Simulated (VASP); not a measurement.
# Mo in VASP: a series of runs, part 2 of 2

VASP 6.6.1. The steps go on from the part before.

## Step 3: Single point, PBE

INCAR reads:

```
PREC = Accurate
ENCUT = 520
EDIFF = 1E-6
ISMEAR = -1
SIGMA = 0.1
LREAL = F
LASPH = T
NELM = 60
ALGO = Normal
ISIF = 2
LWAVE = F
LCHARG = T
LDIPOL = T
IDIPOL = 3
DIPOL = 0.5 0.5 0.500
GGA = PE
LELF = T
LVHAR = T
LVACPOTAV = T
NBANDS = 43
```

KPOINTS reads:

```
Automatic mesh
0
Gamma
  10 10 1
```

POSCAR reads:

```
Mo
1.0
    4.4701026966      0.0000000000      0.0000000000
   -2.2350513483      3.8712224928      0.0000000000
    0.0000000000      0.0000000000     19.6498000000
Mo
5
Direct
    0.8333333333      0.1666666667      0.4205312813
    0.1666666667      0.8333333333      0.4571710423
    0.5000000000      0.5000000000      0.4999999845
    0.8333333333      0.1666666667      0.5428289628
    0.1666666667      0.8333333333      0.5794687290
```

Potentials or basis: VASP PAW PBE potentials, release 64 (Mo_sv).

Run with:

```bash
cat potpaw_PBE.64/Mo_sv/POTCAR > POTCAR
mpirun -np 1 vasp_std > vasp.out
```

OUTCAR:

```text
PREC = Accurate
   ENCUT = 520
   EDIFF = 1E-6
   ISMEAR = -1
   LREAL = F
   LASPH = T
   NELM = 60
   ISIF = 2
   GGA = PE

 ion  position               nearest neighbor table
   1  0.833  0.167  0.421-   4 2.40   2 2.68   2 2.68   2 2.68   3 3.02   3 3.02   3 3.02
   2  0.167  0.833  0.457-   5 2.40   1 2.68   1 2.68   1 2.68   3 2.71   3 2.71   3 2.71   4 3.08
                             4 3.08   4 3.08
   3  0.500  0.500  0.500-   2 2.71   2 2.71   2 2.71   4 2.71   4 2.71   4 2.71   1 3.02   1 3.02
                             1 3.02   5 3.02   5 3.02   5 3.02
   4  0.833  0.167  0.543-   1 2.40   5 2.68   5 2.68   5 2.68   3 2.71   3 2.71   3 2.71   2 3.08
                             2 3.08   2 3.08
   5  0.167  0.833  0.579-   2 2.40   4 2.68   4 2.68   4 2.68   3 3.02   3 3.02   3 3.02

  LATTYP: Found a hexagonal cell.
 ALAT       =     4.4701026966
 C/A-ratio  =     4.3958274191

  Lattice vectors:

 A1 = (   4.4701026966,   0.0000000000,   0.0000000000)
 A2 = (  -2.2350513483,   3.8712224928,   0.0000000000)
 A3 = (   0.0000000000,   0.0000000000,  19.6498000000)

Analysis of symmetry for initial positions (statically):
=====================================================================
 Subroutine PRICEL returns:
 Original cell was already a primitive cell.

 Routine SETGRP: Setting up the symmetry group for a
 hexagonal supercell.

 Subroutine GETGRP returns: Found 12 space group operations
 (whereof  4 operations were pure point group operations)
 out of a pool of 24 trial point group operations.

The static configuration has the point symmetry C_2h.
 The point group associated with its full space group is D_3d.

Analysis of symmetry for dynamics (positions and initial velocities):
=====================================================================
 Subroutine PRICEL returns:
 Original cell was already a primitive cell.

 Routine SETGRP: Setting up the symmetry group for a
 hexagonal supercell.

 Subroutine GETGRP returns: Found 12 space group operations
 (whereof  4 operations were pure point group operations)
 out of a pool of 24 trial point group operations.

The dynamic configuration has the point symmetry C_2h.
[... 123 lines left out ...]
   IVDW    =     0    specifies the selected vdW correction
   LEPSILON=     F    determine dielectric tensor
   LRPA    =     F    only Hartree local field effects (RPA)
 non-spin polarized calculation
  energy-cutoff  :      520.00
  volume of cell :      340.04
 maximum number of plane-waves:      9201
 NGX is ok and might be reduce to    36
   NGX = 17   NGY = 17   NGZ = 73

 dipolmoment           0.000000      0.000000     -0.000000 electrons x Angstroem

 number of electron      70.0000008 magnetization

 dipolmoment           0.000000      0.000000      0.000004 electrons x Angstroem

 Free energy of the ion-electron system (eV)
  ---------------------------------------------------
  ext. energy  EPLUGINS =         0.00000000
  ---------------------------------------------------
  free energy    TOTEN  =       -48.34632481 eV

  energy without entropy =      -48.20279112  energy(sigma->0) =      -48.27455796

 E-fermi :   0.0627     XC(G=0):  -4.1823

 val. band max:       -0.0291979427   @ k =   0.3000   0.3000   0.0000
 cond. band min:       0.0845270707   @ k =   0.4000   0.2000   0.0000
 fundamental gap:      0.1137250134
 Fermi energy:         0.0626923625

 k-point     1 :       0.0000    0.0000    0.0000
  band No.  band energies     occupation
      1     -61.2568      2.00000
      2     -61.0022      2.00000
      3     -60.8580      2.00000
      4     -60.8372      2.00000
      5     -60.6472      2.00000
      6     -35.8625      2.00000
[... 633 lines left out ...]
     42       1.5536      0.00000
     43       1.7972      0.00000

------------------------ aborting loop because EDIFF is reached ----------------------------------------

  FORCE on cell =-STRESS in cart. coord.  units (eV):
  Direction    XX          YY          ZZ          XY          YZ          ZX
  --------------------------------------------------------------------------------------
  -------------------------------------------------------------------------------------
  Total       -2.6081330     -2.6081330      0.2920235      0.0000000     -0.0000000     -0.0000000
  in kB      -12.2890003    -12.2890003      1.3759561      0.0000000     -0.0000000     -0.0000000
  external PRESSURE =      -7.7340149 kB  Pullay stress =       0.0000000 kB

 VOLUME and BASIS-vectors are now :
 -----------------------------------------------------------------------------
  energy-cutoff  :      520.00
  volume of cell :      340.04
      direct lattice vectors                 reciprocal lattice vectors
     4.470102697  0.000000000  0.000000000     0.223708507  0.129158167  0.000000000
    -2.235051348  3.871222493  0.000000000     0.000000000  0.258316333  0.000000000
     0.000000000  0.000000000 19.649800000     0.000000000  0.000000000  0.050891103

 POSITION                                       TOTAL-FORCE (eV/Angst)
 -----------------------------------------------------------------------------------
      3.35258      0.64520      8.26336        -0.000000      0.000000     -0.068925
     -1.11753      3.22602      8.98332         0.000000     -0.000000     -0.062213
      1.11753      1.93561      9.82490         0.000000     -0.000000      0.000000
      3.35258      0.64520     10.66648        -0.000000      0.000000      0.062213
     -1.11753      3.22602     11.38644         0.000000      0.000000      0.068925
 -----------------------------------------------------------------------------------
    total drift:                                0.000002     -0.000001      0.001359

  FREE ENERGIE OF THE ION-ELECTRON SYSTEM (eV)
  ---------------------------------------------------
  free  energy   TOTEN  =       -48.3463248069 eV

  energy  without entropy=      -48.2027911187  energy(sigma->0) =      -48.27455796

 vacuum level on the upper side and lower side of the slab         3.829         3.829
```

OSZICAR:

```text
N       E                     dE             d eps       ncg     rms          rms(c)
DAV:   1     0.589622556802E+03    0.58962E+03   -0.43928E+04  1772   0.138E+03
DAV:   2    -0.272884436792E+02   -0.61691E+03   -0.60267E+03  1428   0.388E+02
DAV:   3    -0.519466146921E+02   -0.24658E+02   -0.23824E+02  1467   0.626E+01
DAV:   4    -0.532205539986E+02   -0.12739E+01   -0.12510E+01  1720   0.996E+00
[... 16 lines left out ...]
DAV:  21    -0.483462982778E+02   -0.40600E-04   -0.31650E-06  1010   0.295E-03    0.109E-03
DAV:  22    -0.483463183836E+02   -0.20106E-04   -0.22744E-06   996   0.265E-03    0.379E-04
DAV:  23    -0.483463235284E+02   -0.51448E-05   -0.49449E-07   925   0.122E-03    0.226E-04
DAV:  24    -0.483463245759E+02   -0.10475E-05   -0.94801E-08   803   0.622E-04    0.949E-05
DAV:  25    -0.483463248069E+02   -0.23097E-06   -0.26880E-08   710   0.360E-04
   1 F= -.48346325E+02 E0= -.48274558E+02  d E =-.143534E+00
```

It took 10 min on 1 thread of Intel Xeon 8259CL, shared host; peak memory 0.51 GiB.

Results:

```
Free energy   : -48.3463 eV
Largest force : 0.069 eV/Å
```

Forces on the atoms (eV/Å):
```
Mo   0.000  0.000 -0.069
Mo   0.000  0.000 -0.062
Mo   0.000  0.000  0.000
Mo   0.000  0.000  0.062
Mo   0.000  0.000  0.069
```
